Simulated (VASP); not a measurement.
Here is a VASP 6.6.1 calculation.

Contents of INCAR:

```
SYSTEM = In3As
PREC     = Accurate       ! precision mode
ENCUT    = 520            ! plane-wave cutoff, eV
EDIFF    = 1E-6           ! SCF threshold, eV
ISMEAR   = 0              ! smearing method
SIGMA    = 0.15           ! smearing width, eV
LREAL    = .False.        ! projectors in reciprocal space
LASPH    = .True.         ! aspherical terms in the spheres
NELM     = 60             ! most SCF steps
ALGO     = Fast           ! electronic algorithm
ISIF     = 2              ! what is computed and relaxed
LWAVE    = .False.        ! write WAVECAR
LCHARG   = .True.         ! write CHGCAR
GGA      = PS             ! functional
IVDW     = 12             ! dispersion correction
LELF     = .True.         ! ELF
LVHAR    = .True.       
NBANDS   = 30             ! bands
```

The input KPOINTS:

```
regular mesh
0
Gamma
  10 10 10
  0 0 0
```

POSCAR

```
In3As
1.0
    3.8270772446      0.0000000000      0.0000000000
    0.0000000000      4.5024438172      0.0000000000
    0.0000000000      0.0000000000      4.5024438172
In As
3 1
Direct
    0.0000000000      0.5000000000      0.5000000000
    0.5000000000      0.0000000000      0.5000000000
    0.5000000000      0.5000000000      0.0000000000
    0.0000000000      0.0000000000      0.0000000000
```

Potentials or basis: VASP PAW PBE potentials, release 64 (In_d, As).

Command:

```console
$ cat potpaw_PBE.64/In_d/POTCAR potpaw_PBE.64/As/POTCAR > POTCAR
$ mpirun -np 1 vasp_std > vasp.out
```

(1) What does it give for the band gap on the k mesh?

(2) What does it give for the dispersion energy per atom?

## Answers

(1) zero (band 22 reaches 12.24 eV, above the bottom of band 23 at 5.62 eV).

(2) -0.469 eV.

Caveat: the cell differs from its parent crystal (strain -0.1500 x Voigt [1, 0, 0, 0, 0, 0]); spin-orbit coupling is left out, which moves the levels of the heavy elements.
